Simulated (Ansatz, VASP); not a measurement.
# Ta3AsAu2O13 in VASP and in Ansatz

Contents of INCAR:

```
ALGO = Normal
EDIFF = 1E-7
EDIFFG = -0.02
ENCUT = 600
GGA = PS
IBRION = 2
ISIF = 3
ISMEAR = -1
LASPH = T
LCHARG = F
LREAL = Auto
LWAVE = F
NELM = 60
NSW = 80
PREC = Accurate
SIGMA = 0.05
```

File KPOINTS:

```
k-points
0
Gamma
  2 2 2
```

Contents of POSCAR:

```
Ta3AsAu2O13
1.0
    5.2423700000      3.0266800000      4.1427300000
   -5.2423700000      3.0266800000      4.1427300000
    0.0000000000     -6.0533700000      4.1427300000
Ta As Au O
3 1 2 13
Direct
    0.2310800000      0.5722900000      0.2310800000
    0.2310800000      0.2310800000      0.5722900000
    0.5722900000      0.2310800000      0.2310800000
    0.5587800000      0.5587800000      0.5587800000
    0.9655900000      0.9655900000      0.9655900000
    0.7510500000      0.7510500000      0.7510500000
    0.4088400000      0.6676200000      0.4088400000
    0.4088400000      0.4088400000      0.6676200000
    0.6676200000      0.4088400000      0.4088400000
    0.4972600000      0.0131300000      0.3602400000
    0.3602400000      0.4972600000      0.0131300000
    0.0131300000      0.3602400000      0.4972600000
    0.3602400000      0.0131300000      0.4972600000
    0.0131300000      0.4972600000      0.3602400000
    0.4972600000      0.3602400000      0.0131300000
    0.1096300000      0.7480600000      0.1096300000
    0.1096300000      0.1096300000      0.7480600000
    0.7480600000      0.1096300000      0.1096300000
    0.3084000000      0.3084000000      0.3084000000
```

File input.yaml:

```yaml
crystal:
  lattice:
    - [5.24237, 3.02668, 4.14273]
    - [-5.24237, 3.02668, 4.14273]
    - [0.0, -6.05337, 4.14273]
  atoms:
    - { symbol: Ta, position: [0.23108, 0.57229, 0.23108] }
    - { symbol: Ta, position: [0.23108, 0.23108, 0.57229] }
    - { symbol: Ta, position: [0.57229, 0.23108, 0.23108] }
    - { symbol: As, position: [0.55878, 0.55878, 0.55878] }
    - { symbol: Au, position: [0.96559, 0.96559, 0.96559] }
    - { symbol: Au, position: [0.75105, 0.75105, 0.75105] }
    - { symbol: O, position: [0.40884, 0.66762, 0.40884] }
    - { symbol: O, position: [0.40884, 0.40884, 0.66762] }
    - { symbol: O, position: [0.66762, 0.40884, 0.40884] }
    - { symbol: O, position: [0.49726, 0.01313, 0.36024] }
    - { symbol: O, position: [0.36024, 0.49726, 0.01313] }
    - { symbol: O, position: [0.01313, 0.36024, 0.49726] }
    - { symbol: O, position: [0.36024, 0.01313, 0.49726] }
    - { symbol: O, position: [0.01313, 0.49726, 0.36024] }
    - { symbol: O, position: [0.49726, 0.36024, 0.01313] }
    - { symbol: O, position: [0.10963, 0.74806, 0.10963] }
    - { symbol: O, position: [0.10963, 0.10963, 0.74806] }
    - { symbol: O, position: [0.74806, 0.10963, 0.10963] }
    - { symbol: O, position: [0.3084, 0.3084, 0.3084] }
kpoints:
  mp_grid: { grid: [2, 2, 2] }
scf:
  occupations: { method: fermi_dirac, width: 0.05 }
hamiltonian:
  xc: pbesol
  pseudopotentials: { kind: all_electron, datasets: crystal }
output:
  forces: true
  stress: true
relax:
  f_tol: 0.02
  max_steps: 60
  cell: {}
```

Alike in both runs: task relaxation of cell and atoms; functional PBEsol; k mesh 2 × 2 × 2; occupations fermi-dirac, width 0.05 eV; no spin polarisation.

|  | VASP | Ansatz |
| --- | --- | --- |
| version | VASP 6.6.1 | Ansatz 0.2.0 |
| potentials or method | VASP PAW PBE potentials, release 64 (Ta_pv, As, Au, O), cutoff 600 eV | all-electron PAW datasets made for the crystal |

Ansatz gave:

```
gap on the k mesh at the Fermi level, each at its own relaxed structure (eV) : 1.21
relaxed volume (Å³/atom)                                                     : 19.86
relaxed cell length with the largest relative difference (Å)                 : 7.229
```

Question: Which values does VASP return?

Answer: gap on the k mesh at the Fermi level, each at its own relaxed structure (eV): 1.19; relaxed volume (Å³/atom): 19.85; relaxed cell length with the largest relative difference (Å): 7.228.

VASP's potentials were made for PBE, not for PBEsol. Ansatz ran all-electron here, and VASP with PAW potentials.

The k mesh is coarse, so the values compare programs but aren't converged. Spin-orbit coupling is off throughout.
